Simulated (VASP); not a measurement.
# Fe2O3 (Pm-3m) in VASP: a series of runs, part 2 of 2

VASP 6.6.1. Earlier steps stand in the parts before.

**3. Single point, PBE, collinear spin, ferromagnetic start**

This run uses another cell than the first one, of 10.07 Å³/atom, 1.007 times its volume.

File INCAR:

```
SYSTEM = Fe2O3
ALGO = Normal
EDIFF = 1E-6
ENCUT = 520
GGA = PE
ISIF = 2
ISMEAR = 0
ISPIN = 2
LASPH = .TRUE.
LCHARG = .TRUE.
LELF = .TRUE.
LMAXMIX = 4
LORBIT = 11
LREAL = .FALSE.
LVHAR = .TRUE.
LWAVE = .FALSE.
MAGMOM = 4.04 2.35 0.25 0.25 0.25
NBANDS = 29
NELM = 150
PREC = Accurate
SIGMA = 0.1
```

File KPOINTS:

```
k-points
0
G
  10 10 10
  0 0 0
```

File POSCAR:

```
Fe2O3
1.0
    3.6929103041      0.0000000000      0.0000000000
    0.0000000000      3.6929103041      0.0000000000
    0.0000000000      0.0000000000      3.6929103041
Fe O
2 3
Direct
    0.5000000000      0.5000000000      0.5000000000
    0.0000000000      0.0000000000      0.0000000000
    0.5000000000      0.0000000000      0.0000000000
    0.0000000000      0.5000000000      0.0000000000
    0.0000000000      0.0000000000      0.5000000000
```

Potentials or basis: VASP PAW PBE potentials, release 64 (Fe, O).

Command:

```
> cat potpaw_PBE.64/Fe/POTCAR potpaw_PBE.64/O/POTCAR > POTCAR
> mpirun -np 1 vasp_std > vasp.out
```

OUTCAR:

```text
SYSTEM = Fe2O3
   EDIFF = 1E-6
   ENCUT = 520
   GGA = PE
   ISIF = 2
   ISMEAR = 0
   ISPIN = 2
   LASPH = .TRUE.
   LORBIT = 11
   LREAL = .FALSE.
   NELM = 150
   PREC = Accurate

 ion  position               nearest neighbor table
   1  0.500  0.500  0.500-
   2  0.000  0.000  0.000-   3 1.85   4 1.85   5 1.85   5 1.85   4 1.85   3 1.85
   3  0.500  0.000  0.000-   2 1.85   2 1.85
   4  0.000  0.500  0.000-   2 1.85   2 1.85
   5  0.000  0.000  0.500-   2 1.85   2 1.85

  LATTYP: Found a simple cubic cell.
 ALAT       =     3.6929103041

  Lattice vectors:

[... 1767 lines left out ...]
     0.000000000  0.000000000  3.692910304     0.000000000  0.000000000  0.270789139

 POSITION                                       TOTAL-FORCE (eV/Angst)
 -----------------------------------------------------------------------------------
      1.84646      1.84646      1.84646         0.000000      0.000000      0.000000
      0.00000      0.00000      0.00000         0.000000      0.000000      0.000000
      1.84646      0.00000      0.00000         0.000000      0.000000      0.000000
      0.00000      1.84646      0.00000         0.000000      0.000000      0.000000
      0.00000      0.00000      1.84646         0.000000      0.000000      0.000000
 -----------------------------------------------------------------------------------
    total drift:                                0.000000      0.000000     -0.000000

  FREE ENERGIE OF THE ION-ELECTRON SYSTEM (eV)
  ---------------------------------------------------
  free  energy   TOTEN  =       -34.5477274030 eV

  energy  without entropy=      -34.5238218863  energy(sigma->0) =      -34.53577464

 total charge

# of ion       s       p       d       tot
------------------------------------------
    1        0.173   0.150   5.954   6.277
    2        0.475   0.825   6.191   7.491
    3        1.580   3.406   0.000   4.986
    4        1.580   3.406   0.000   4.986
    5        1.580   3.406   0.000   4.986
--------------------------------------------------
tot          5.388  11.192  12.145  28.725

 magnetization (x)

# of ion       s       p       d       tot
------------------------------------------
    1        0.030   0.016   3.627   3.673
    2        0.008   0.005   2.447   2.460
    3        0.014   0.237   0.000   0.251
    4        0.014   0.237   0.000   0.251
    5        0.014   0.237   0.000   0.251
--------------------------------------------------
tot          0.079   0.732   6.074   6.885
```

OSZICAR:

```text
N       E                     dE             d eps       ncg     rms          rms(c)
DAV:   1     0.327405912931E+03    0.32741E+03   -0.16084E+04  6648   0.136E+03
DAV:   2    -0.519870183151E+01   -0.33260E+03   -0.29601E+03  6679   0.342E+02
DAV:   3    -0.458390786329E+02   -0.40640E+02   -0.38832E+02  7530   0.136E+02
[... 12 lines left out ...]
DAV:  16    -0.345474956385E+02   -0.14940E-02   -0.24120E-03  8040   0.884E-01    0.376E-01
DAV:  17    -0.345477724443E+02   -0.27681E-03   -0.15850E-03  8842   0.668E-01    0.145E-01
DAV:  18    -0.345477047155E+02    0.67729E-04   -0.30174E-04  9070   0.276E-01    0.792E-02
DAV:  19    -0.345477238869E+02   -0.19171E-04   -0.29194E-05  9383   0.697E-02    0.405E-02
DAV:  20    -0.345477265642E+02   -0.26774E-05   -0.14511E-05  8145   0.522E-02    0.102E-02
DAV:  21    -0.345477274030E+02   -0.83876E-06   -0.25443E-06  5471   0.182E-02
   1 F= -.34547727E+02 E0= -.34535775E+02  d E =-.239055E-01  mag=     7.1670
```

Run time: 2.9 min. Hardware: 1 thread of Intel Xeon Platinum 8259CL at 2.50GHz (Skylake/Cascade Lake), shared host; peak memory 0.25 GiB.

Results:

- Free energy: -34.5477 eV
- Pressure: 1.0 GPa
- Net moment: 7.17 μB per cell
- Site moments: Fe +3.67, +2.46; O +0.25 μB
- Valence electrons inside the program's atomic spheres: Fe 6.28, 7.49; O 4.99

Levels at points of the mesh, in eV from the Fermi level:
Spin up:
| k point | band 19 | band 20 | band 21 | band 22 | band 23 | band 24 |
| --- | --- | --- | --- | --- | --- | --- |
| (0.00, 0.00, 0.00) | -1.97 | -1.97 | -1.70 | -1.70 | 0.85 | 11.70 |
| (0.50, 0.00, 0.00) | -1.58 | -1.09 | -1.09 | 1.13 | 4.43 | 5.92 |
| (0.50, 0.50, 0.00) | -0.73 | -0.73 | -0.43 | 3.35 | 4.80 | 8.01 |
| (0.50, 0.50, 0.50) | -1.25 | -1.25 | 2.17 | 3.35 | 3.35 | 9.95 |
Spin down:
```csv
k point,band 11,band 12,band 13,band 14,band 15,band 16
"(0.00, 0.00, 0.00)",-1.56,-1.56,-0.97,-0.97,-0.97,-0.46
"(0.50, 0.00, 0.00)",-1.91,-1.91,-0.80,-0.01,0.47,0.57
"(0.50, 0.50, 0.00)",-3.23,-1.00,-0.13,0.54,0.54,0.60
"(0.50, 0.50, 0.50)",-0.57,-0.57,0.12,0.12,0.47,0.47
```

Caveat: semilocal functionals often make such compounds metallic where correlation or magnetic order opens a gap, which also shifts bond lengths; only a ferromagnetic start was run, and an antiferromagnetic order may lie lower in energy. With open d or f shells a metallic result of PBE can be an artefact of self-interaction; +U or a hybrid may open a gap.
